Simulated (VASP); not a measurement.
Write the native input for VASP 6.6.1 that does the following.

- Task: single point
- Functional: PBE
- Dispersion: D3(BJ)
- Potentials or basis: VASP PAW PBE potentials, release 64 (Be)
- Cutoff: 520 eV
- k mesh: 24 × 24 × 12
- Occupations: gaussian, width 0.15 eV
- Spin: no spin polarisation
- Dipole correction: no
- Further INCAR settings: ALGO = Fast; EDIFF = 1e-07; NBANDS = 9

The structure of Be lies in POSCAR:

```
Be
1.0
    2.2141966284      0.0000000000      0.0000000000
   -1.1070983142      1.9175505292      0.0000000000
    0.0000000000      0.0000000000      3.5001053904
Be
2
Direct
    0.2862733755      0.6666666667      0.2500000000
    0.7137266245      0.3333333333      0.7500000000
```

This cell differs from its parent crystal: atoms displaced along a vibrational mode.

The input as run:

INCAR

```
PREC = Accurate ; ENCUT = 520
EDIFF = 1E-7 ; ISMEAR = 0
SIGMA = 0.15 ; LREAL = F
LASPH = T ; NELM = 60
ALGO = Fast ; ISIF = 2
LWAVE = F ; LCHARG = F
GGA = PE ; IVDW = 12
NBANDS = 9
```

KPOINTS

```
regular mesh
0
Gamma
  24 24 12
```

Potentials or basis: VASP PAW PBE potentials, release 64 (Be).

Command:

```console
$ cat potpaw_PBE.64/Be/POTCAR > POTCAR
$ mpirun -np 1 vasp_std > vasp.out
```

It gave:

| Item | Value |
| --- | --- |
| Pressure | 1.1 GPa |
| Largest force | 0.809 eV/Å |
| Band gap on the k mesh | zero (bands 2 and 3 overlap by 2.19 eV) |
| Dispersion energy per atom | -0.379 eV |

Caveat: the cell differs from its parent crystal (atoms displaced along a vibrational mode).

Wall time 110 s on 1 thread of Oxide Virtual Turin-like Processor, with other jobs on the host, peak memory 0.3 GiB.
